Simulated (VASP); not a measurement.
Set up this calculation in VASP 6.6.1, as the native input.

| Quantity | Value |
| --- | --- |
| Task | single point |
| Functional | PBE |
| Potentials or basis | VASP PAW PBE potentials, release 64 (W_sv) |
| Cutoff | 520 eV |
| k mesh | 12 × 12 × 12 |
| Occupations | fermi-dirac, width 0.3 eV |
| Spin | no spin polarisation |
| Dipole correction | no |
| Further INCAR settings | ALGO = Normal; EDIFF = 1e-07; NBANDS = 13 |

The structure of W lies in POSCAR:

```
W
1.0
    0.0000000000      2.0094935475      2.0094935475
    2.0094935475      0.0000000000      2.0094935475
    2.0094935475      2.0094935475      0.0000000000
W
1
Direct
    0.0000000000      0.0000000000      0.0000000000
```

One way to write it, as run:

INCAR

```
PREC = Accurate
ENCUT = 520
EDIFF = 1E-7
ISMEAR = -1
SIGMA = 0.3
LREAL = False
LASPH = True
NELM = 80
ALGO = Normal
ISIF = 2
LWAVE = False
LCHARG = False
GGA = PE
NBANDS = 13
```

KPOINTS

```
regular mesh
0
Gamma
  12 12 12
```

Potentials or basis: VASP PAW PBE potentials, release 64 (W_sv).

Run with:

```console
$ cat potpaw_PBE.64/W_sv/POTCAR > POTCAR
$ mpirun -np 1 vasp_std > vasp.out
```

Results of the run:

```json
{
  "Pressure": "5.8 GPa",
  "Band gap on the k mesh": "zero (band 7 reaches 13.75 eV, above the bottom of band 8 at 10.08 eV)"
}
```

Caveat: spin-orbit coupling is left out, which moves the levels of the heavy elements.

It took 40 s on 1 thread of AMD EPYC 7R13 (shared host), peak memory 0.12 GiB.
